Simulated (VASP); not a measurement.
Wanted: the native input for a VASP 6.6.1 run.

```yaml
Task: relaxation of cell and atoms
Functional: PBE
Potentials_or_basis: VASP PAW PBE potentials, release 64 (Au)
Cutoff: 600 eV
k_mesh: 16 × 16 × 16
Occupations: fermi-dirac, width 0.1 eV
Spin: no spin polarisation
Target_pressure: 150 GPa
Dipole_correction: no
Further_INCAR_settings: ALGO = Normal; EDIFF = 1e-07; IBRION = 2; EDIFFG = -0.005; NSW = 60; ISIF = 3
```

The structure of Au lies in POSCAR:

```
Au
1.0
    2.3405384304      0.0000000000      0.0000000000
    0.0000000000      2.3405384304      0.0000000000
    0.0000000000      0.0000000000      2.3405384304
Au
1
Direct
    0.0000000000      0.0000000000      0.0000000000
```

One way to write it, as run:

INCAR

```
SYSTEM = Au
ALGO = Normal
EDIFF = 1E-7
EDIFFG = -0.005
ENCUT = 600
GGA = PE
IBRION = 2
ISIF = 3
ISMEAR = -1
LASPH = .True.
LCHARG = .False.
LREAL = .False.
LWAVE = .False.
NELM = 80
NSW = 60
PREC = Accurate
PSTRESS = 1500.0
SIGMA = 0.1
```

KPOINTS

```
k-points
0
Gamma
  16 16 16
  0 0 0
```

Potentials or basis: VASP PAW PBE potentials, release 64 (Au).

The run is started by

```bash
$ cat potpaw_PBE.64/Au/POTCAR > POTCAR
$ mpirun -np 1 vasp_std > vasp.out
```

Results of the run:

```yaml
Relaxed_volume: 13.49 Å³/atom
Relaxed_cell: a = 2.381 Å, b = 2.381 Å, c = 2.381 Å, α = 90.00°, β = 90.00°, γ = 90.00°
Space_group_after_relaxing_to_0.05_Å: Pm-3m (No. 221)
Energy_change_on_relaxing_the_enthalpy_is_what_falls: -715.9 meV/atom
Ionic_steps: 18
Pressure_after_relaxing: 150.0 GPa
```

Caveat: the cell is relaxed towards a set pressure, so the enthalpy falls and the energy may rise.

Wall time 76 s on 1 thread of Intel(R) Xeon(R) Platinum 8488C (Sapphire Rapids), with other jobs on the host, peak memory 0.16 GiB.
